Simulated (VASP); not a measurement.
# NaI (Fm-3m) in VASP: further runs

The runs below take NaI through single point, with PBE.

Program: VASP 6.6.1. These are calculated values, not measurements. Logs are shortened: lines on timing, memory, paths and dates and some standing lists are left out, and cuts for length are marked.

## Step 1: The cell of the first run

Symmetry: Fm-3m, No. 225, cubic system. Conventional cell: a = 6.459 Å, b = 6.459 Å, c = 6.459 Å, α = 90.00°, β = 90.00°, γ = 90.00°. Within 4.2 Å of Na (site symmetry m-3m) lie 6 I at 3.23 Å. Within 4.2 Å of I (site symmetry m-3m) lie 6 Na at 3.23 Å.

## Step 2: Single point, PBE

The input, INCAR:

```
ALGO = Normal
EDIFF = 1E-6
ENCUT = 520
GGA = PE
ISIF = 2
ISMEAR = 0
LASPH = True
LCHARG = False
LREAL = False
LWAVE = False
NBANDS = 14
NELM = 100
PREC = Accurate
SIGMA = 0.01
```

The input, KPOINTS:

```
k-points
0
Gamma
  2 2 2
```

The input, POSCAR:

```
NaI
1.0
    0.0000000000      3.2297205894      3.2297205894
    3.2297205894      0.0000000000      3.2297205894
    3.2297205894      3.2297205894      0.0000000000
Na I
1 1
Direct
    0.0000000000      0.0000000000      0.0000000000
    0.5000000000      0.5000000000      0.5000000000
```

Potentials or basis: VASP PAW PBE potentials, release 64 (Na_pv, I).

Command:

```bash
> cat potpaw_PBE.64/Na_pv/POTCAR potpaw_PBE.64/I/POTCAR > POTCAR
> mpirun -np 1 vasp_std > vasp.out
```

OUTCAR:

```text
EDIFF = 1E-6
   ENCUT = 520
   GGA = PE
   ISIF = 2
   ISMEAR = 0
   LASPH = True
   LREAL = False
   NELM = 100
   PREC = Accurate

 ion  position               nearest neighbor table
   1  0.000  0.000  0.000-
   2  0.500  0.500  0.500-

  LATTYP: Found a face centered cubic cell.
 ALAT       =     6.4594411788

  Lattice vectors:

 A1 = (   0.0000000000,   3.2297205894,   3.2297205894)
 A2 = (   3.2297205894,   0.0000000000,   3.2297205894)
 A3 = (   3.2297205894,   3.2297205894,   0.0000000000)

Analysis of symmetry for initial positions (statically):
=====================================================================
 Subroutine PRICEL returns:
 Original cell was already a primitive cell.

 Routine SETGRP: Setting up the symmetry group for a
 face centered cubic supercell.

 Subroutine GETGRP returns: Found 48 space group operations
 (whereof 48 operations were pure point group operations)
 out of a pool of 48 trial point group operations.

The static configuration has the point symmetry O_h .

Analysis of symmetry for dynamics (positions and initial velocities):
=====================================================================
 Subroutine PRICEL returns:
 Original cell was already a primitive cell.

 Routine SETGRP: Setting up the symmetry group for a
 face centered cubic supercell.

 Subroutine GETGRP returns: Found 48 space group operations
 (whereof 48 operations were pure point group operations)
 out of a pool of 48 trial point group operations.

The dynamic configuration has the point symmetry O_h .

 Subroutine INISYM returns: Found 48 space group operations
 (whereof 48 operations are pure point group operations),
 and found     1 'primitive' translations

----------------------------------------------------------------------------------------

                                     Primitive cell

  volume of cell :      67.3790

  direct lattice vectors                    reciprocal lattice vectors
     0.000000000  3.229720589  3.229720589    -0.154812154  0.154812154  0.154812154
     3.229720589  0.000000000  3.229720589     0.154812154 -0.154812154  0.154812154
     3.229720589  3.229720589  0.000000000     0.154812154  0.154812154 -0.154812154

  length of vectors
     4.567514660  4.567514660  4.567514660     0.268142516  0.268142516  0.268142516

  position of ions in fractional coordinates (direct lattice)
     0.000000000  0.000000000  0.000000000
     0.500000000  0.500000000  0.500000000

  ion indices of the primitive-cell ions
   primitive index   ion index
                 1           1
                 2           2

----------------------------------------------------------------------------------------

 KPOINTS: k-points

Automatic generation of k-mesh.
 Grid dimensions read from file:
 generate k-points for:    2    2    2

 Generating k-lattice:

  Cartesian coordinates                     Fractional coordinates (reciprocal lattice)
    -0.077406077  0.077406077  0.077406077     0.500000000  0.000000000  0.000000000
     0.077406077 -0.077406077  0.077406077     0.000000000  0.500000000  0.000000000
     0.077406077  0.077406077 -0.077406077     0.000000000  0.000000000  0.500000000

  Length of vectors
     0.134071258  0.134071258  0.134071258

  Shift w.r.t. Gamma in fractional coordinates (k-lattice)
     0.000000000  0.000000000  0.000000000

 Subroutine IBZKPT returns following result:
 ===========================================

 Found      3 irreducible k-points:

 Following reciprocal coordinates:
            Coordinates               Weight
  0.000000  0.000000  0.000000      1.000000
  0.500000  0.000000  0.000000      4.000000
  0.500000  0.500000  0.000000      3.000000
   k-points           NKPTS =      3   k-points in BZ     NKDIM =      3   number of bands    NBANDS=     14
   number of dos      NEDOS =    301   number of ions     NIONS =      2
   total plane-waves  NPLWV =  46656
   dimension x,y,z NGX =    36 NGY =   36 NGZ =   36
   dimension x,y,z NGXF=    72 NGYF=   72 NGZF=   72
   ions per type =               1   1
   NGX,Y,Z   is equivalent  to a cutoff of  13.10, 13.10, 13.10 a.u.
   NGXF,Y,Z  is equivalent  to a cutoff of  26.21, 26.21, 26.21 a.u.
 SYSTEM =  unknown system
   PREC   = accura    normal or accurate (medium, high low for compatibility)
   ISTART =      0    job   : 0-new  1-cont  2-samecut
   ICHARG =      2    charge: 1-file 2-atom 10-const
   ISPIN  =      1    spin polarized calculation?
   LNONCOLLINEAR =      F non collinear calculations
   LSORBIT =      F    spin-orbit coupling
   LASPH  =      T    aspherical Exc in radial PAW
   ENCUT  =  520.0 eV  38.22 Ry    6.18 a.u.   8.49  8.49  8.49*2*pi/ulx,y,z
   NELM   =    100;   NELMIN=  2; NELMDL= -5     # of ELM steps
   EDIFF  = 0.1E-05   stopping-criterion for ELM
   LREAL  =      F    real-space projection
   EDIFFG = 0.1E-04   stopping-criterion for IOM
   NSW    =      0    number of steps for IOM
   IBRION =     -1    ionic relax: 0-MD 1-quasi-New 2-CG
   NFREE  =      0    steps in history (QN), initial steepest desc. (CG)
   ISIF   =      2    stress and relaxation
   ISYM   =      2    0-nonsym 1-usesym 2-fastsym
   POTIM  = 0.5000    time-step for ionic-motion
   TEBEG  =    0.0;   TEEND  =   0.0 temperature during run
   PSTRESS=    0.0 pullay stress
   NELECT =      14.0000    total number of electrons
   NUPDOWN=      -1.0000    fix difference up-down
   EMIN   =  10.00;   EMAX   =-10.00  energy-range for DOS
   EFERMI =   0.00;   METHOD = LEGACY
   ISMEAR =     0;   SIGMA  =   0.01  broadening in eV -4-tet -1-fermi 0-gaus
   EFERMI_NEDOS =   21; number of points for ismear=-14 and -15
   IALGO  =     38    algorithm
   IMIX   =      4    mixing-type and parameters
     AMIX     =   0.40;   BMIX     =  1.00
     AMIX_MAG =   1.60;   BMIX_MAG =  1.00
  volume/ion in A,a.u.               =      33.69       227.35
  Fermi-wavevector in a.u.,A,eV,Ry     =   0.969637  1.832348 12.792145  0.940196
  Thomas-Fermi vector in A             =   2.099706
   LORBIT       =      0    0 simple, 1 ext, 2 COOP (PROOUT), +10 PAW based schemes
   GGA     = PE    functional components
   LHFCALC =     F    Hartree Fock is set to
   AEXX    =    0.0000 exact exchange contribution
   IVDW    =     0    specifies the selected vdW correction
   LEPSILON=     F    determine dielectric tensor
   LRPA    =     F    only Hartree local field effects (RPA)
 non-spin polarized calculation
 Gauss-broadening in eV      SIGMA  =   0.01
  energy-cutoff  :      520.00
  volume of cell :       67.38
 maximum number of plane-waves:      1837
 NGX is ok and might be reduce to    36
   NGX = 17   NGY = 17   NGZ = 17

 number of electron      13.9999994 magnetization

 Free energy of the ion-electron system (eV)
  ---------------------------------------------------
  ext. energy  EPLUGINS =         0.00000000
  ---------------------------------------------------
  free energy    TOTEN  =        -4.95889135 eV

  energy without entropy =       -4.95889135  energy(sigma->0) =       -4.95889135

 E-fermi :   1.1537     XC(G=0):  -7.6437

 val. band max:        1.0285440661   @ k =   0.0000   0.0000   0.0000
 cond. band min:       4.6172981864   @ k =   0.0000   0.0000   0.0000
 fundamental gap:      3.5887541203
 Fermi energy:         1.1537153979

 k-point     1 :       0.0000    0.0000    0.0000
  band No.  band energies     occupation
      1     -21.7135      2.00000
      2     -21.7135      2.00000
      3     -21.7135      2.00000
      4      -9.9606      2.00000
      5       1.0285      2.00000
      6       1.0285      2.00000
      7       1.0285      2.00000
      8       4.6173      0.00000
      9       8.8712      0.00000
     10       8.8712      0.00000
     11       8.8712      0.00000
     12      10.6881      0.00000
     13      10.6881      0.00000
     14      11.4294      0.00000

 k-point     2 :       0.5000    0.0000    0.0000
  band No.  band energies     occupation
      1     -21.7187      2.00000
      2     -21.7138      2.00000
      3     -21.7138      2.00000
      4      -9.6315      2.00000
      5      -1.2159      2.00000
      6       0.7385      2.00000
      7       0.7385      2.00000
      8       6.0579      0.00000
      9       8.3703      0.00000
     10       8.3703      0.00000
     11       9.7163      0.00000
     12      11.3031      0.00000
     13      13.2315      0.00000
     14      13.2315      0.00000

 k-point     3 :       0.5000    0.5000    0.0000
  band No.  band energies     occupation
      1     -21.7175      2.00000
      2     -21.7151      2.00000
      3     -21.7151      2.00000
      4      -9.5507      2.00000
      5      -0.9256      2.00000
      6       0.2606      2.00000
      7       0.2606      2.00000
      8       5.3959      0.00000
      9       6.5019      0.00000
     10      10.9425      0.00000
     11      12.2927      0.00000
     12      12.2927      0.00000
     13      12.5201      0.00000
     14      14.2113      0.00000

------------------------ aborting loop because EDIFF is reached ----------------------------------------

  FORCE on cell =-STRESS in cart. coord.  units (eV):
  Direction    XX          YY          ZZ          XY          YZ          ZX
  --------------------------------------------------------------------------------------
  -------------------------------------------------------------------------------------
  Total        1.1950990      1.1950990      1.1950990     -0.0000000      0.0000000      0.0000000
  in kB       28.4177439     28.4177439     28.4177439     -0.0000000      0.0000000      0.0000000
  external PRESSURE =      28.4177439 kB  Pullay stress =       0.0000000 kB

 VOLUME and BASIS-vectors are now :
 -----------------------------------------------------------------------------
  energy-cutoff  :      520.00
  volume of cell :       67.38
      direct lattice vectors                 reciprocal lattice vectors
     0.000000000  3.229720589  3.229720589    -0.154812154  0.154812154  0.154812154
     3.229720589  0.000000000  3.229720589     0.154812154 -0.154812154  0.154812154
     3.229720589  3.229720589  0.000000000     0.154812154  0.154812154 -0.154812154

 POSITION                                       TOTAL-FORCE (eV/Angst)
 -----------------------------------------------------------------------------------
      0.00000      0.00000      0.00000         0.000000     -0.000000     -0.000000
      3.22972      3.22972      3.22972        -0.000000      0.000000      0.000000
 -----------------------------------------------------------------------------------
    total drift:                                0.000000      0.000000      0.000000

  FREE ENERGIE OF THE ION-ELECTRON SYSTEM (eV)
  ---------------------------------------------------
  free  energy   TOTEN  =        -4.9588913539 eV

  energy  without entropy=       -4.9588913539  energy(sigma->0) =       -4.95889135
```

Wall time 4.9 s (1 thread of AMD EPYC 7R13 (Zen 3), shared host); peak memory 0.16 GiB.

Results:

* Free energy: -4.9589 eV
* Pressure: 2.8 GPa
* Band gap on the k mesh: 3.59 eV

Caveat: the k points lie up to 0.84 Å⁻¹ apart; spin-orbit coupling is left out, which moves the levels of the heavy elements.

(Continued in part 2 of 3.)
